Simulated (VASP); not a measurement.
# Al2Pt: relaxation of cell and atoms with PBE

The system is Al2Pt.

```
Al Pt
1.0
     0.00000    2.97353    2.97353
     2.97353    0.00000    2.97353
     2.97353    2.97353    0.00000
Al Pt
2 1
Direct
  0.25000 0.25000 0.25000
  0.75000 0.75000 0.75000
  0.00000 0.00000 0.00000
```

| Quantity | Value |
| --- | --- |
| Program | VASP 6.6.1 |
| Task | relaxation of cell and atoms |
| Functional | PBE |
| Potentials or basis | VASP PAW PBE potentials, release 64 (Al, Pt) |
| Cutoff | 600 eV |
| k mesh | 11 × 11 × 11 |
| Occupations | fermi-dirac, width 0.05 eV |
| Spin | no spin polarisation |
| Dipole correction | no |
| Further INCAR settings | ALGO = Normal; EDIFF = 1e-07; IBRION = 2; EDIFFG = -0.005; NSW = 40; ISIF = 3 |

```
Relaxed volume                        : 17.51 Å³/atom
Relaxed cell                          : a = 4.203 Å, b = 4.203 Å, c = 4.203 Å, α = 60.00°, β = 60.00°, γ = 60.00°
Space group after relaxing (to 0.1 Å) : Fm-3m (No. 225)
Energy gained by relaxing             : 0.0 meV/atom
Ionic steps                           : 3
Pressure after relaxing               : 0.0 GPa
Band gap on the k mesh                : zero (bands 8 and 9 overlap by 5.28 eV)
```

Final structure:
```cif
data_structure
_symmetry_space_group_name_H-M 'P 1'
_symmetry_Int_Tables_number 1
_cell_length_a 4.2035
_cell_length_b 4.2035
_cell_length_c 4.2035
_cell_angle_alpha 60.000
_cell_angle_beta 60.000
_cell_angle_gamma 60.000
_cell_volume 52.52
loop_
_atom_site_label
_atom_site_type_symbol
_atom_site_fract_x
_atom_site_fract_y
_atom_site_fract_z
_atom_site_occupancy
Al1 Al 0.25000 0.25000 0.25000 1
Al2 Al 0.75000 0.75000 0.75000 1
Pt1 Pt 0.00000 0.00000 0.00000 1
```

Levels at points of the mesh, in eV from the Fermi level:
```csv
k point,band 4,band 5,band 6,band 7,band 8,band 9,band 10,band 11,band 12
"(0.00, 0.00, 0.00)",-4.94,-3.61,-3.61,2.84,3.83,3.83,3.83,5.33,5.33
```

It took 36 s on 1 thread of Intel(R) Xeon(R) 6975P-C (Granite Rapids) (shared host), peak memory 0.23 GiB.

Caveat: spin-orbit coupling is left out, which moves the levels of the heavy elements.
